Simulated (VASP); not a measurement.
Input of a VASP 6.6.1 run:

Contents of INCAR:

```
PREC = Accurate ; ENCUT = 910
EDIFF = 1E-6 ; ISMEAR = 0
SIGMA = 0.1 ; LREAL = F
LASPH = T ; NELM = 120
ALGO = Normal ; ISIF = 2
LWAVE = F ; LCHARG = F
GGA = PS ; NBANDS = 21
GGA_COMPAT = F
```

File KPOINTS:

```
regular mesh
0
Gamma
  12 12 4
```

The input POSCAR:

```
WF2
1.0
    2.7550275258      0.0000000000      0.0000000000
   -1.3775137629      2.3859238255      0.0000000000
    0.0000000000      0.0000000000      5.8359788445
W F
1 2
Direct
    0.0000000000      0.0000000000      0.0000000000
    0.3333333333      0.6666666667      0.2583352476
    0.6666666667      0.3333333333      0.7416647524
```

Potentials or basis: VASP PAW PBE potentials, release 64 (W_sv, F_h).

Run with:

```bash
$ cat potpaw_PBE.64/W_sv/POTCAR potpaw_PBE.64/F_h/POTCAR > POTCAR
$ mpirun -np 1 vasp_std > vasp.out
```

(1) Predict the band gap on the k mesh.

(2) Predict the pressure.

(3) Predict the largest force.

Answers

(1) zero (band 14 reaches 7.84 eV, above the bottom of band 15 at 5.71 eV).

(2) 0.7 GPa.

(3) 0.123 eV/Å.

Caveat: the cutoff is under 1.25 times the usual one of these potentials, so pressure, stress and relaxed cells hold a basis-set (Pulay) error; the PAW data sets were made with another functional, which shifts forces and pressure a little; spin-orbit coupling is left out, which moves the levels of the heavy elements.
